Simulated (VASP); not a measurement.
A run of VASP 6.6.1 is set up as follows.

INCAR

```
SYSTEM = ZrS
PREC = Accurate ; ENCUT = 520
EDIFF = 1E-6 ; ISMEAR = 0
SIGMA = 0.15 ; LREAL = .False.
LASPH = .True. ; NELM = 80
ALGO = Normal ; ISIF = 2
LWAVE = .False. ; LCHARG = .False.
GGA = PS ; NBANDS = 16
```

Contents of KPOINTS:

```
Automatic mesh
0
Gamma
  16 16 16
  0 0 0
```

Contents of POSCAR:

```
ZrS
1.0
    0.0000000000      2.6222565025      2.6435693601
    2.4843041876      0.0000000000      2.6435693601
    2.4843041876      2.6222565025      0.0000000000
Zr S
1 1
Direct
    0.0000000000      0.0000000000      0.0000000000
    0.5000000000      0.5000000000      0.5000000000
```

Potentials or basis: VASP PAW PBE potentials, release 64 (Zr_sv, S).

Launch:

```sh
$ cat potpaw_PBE.64/Zr_sv/POTCAR potpaw_PBE.64/S/POTCAR > POTCAR
$ mpirun -np 1 vasp_std > vasp.out
```

Question: Predict the band gap on the k mesh.

Answer: Zero (bands 9 and 10 overlap by 3.09 eV).

Question: Estimate the pressure.

Answer: 1.8 GPa.

Stress tensor (GPa, compression positive):
```
15.33  0.00  0.00
 0.00 -4.08  0.00
 0.00  0.00 -5.89
```

Caveat: the cell differs from its parent crystal (strain +e along x and -e along y -0.0267, strain +e along z and -e/2 along x and y +0.0233); the stress differs along the axes, from -6 to 15 GPa; the PAW data sets were made with another functional, which shifts forces and pressure a little.
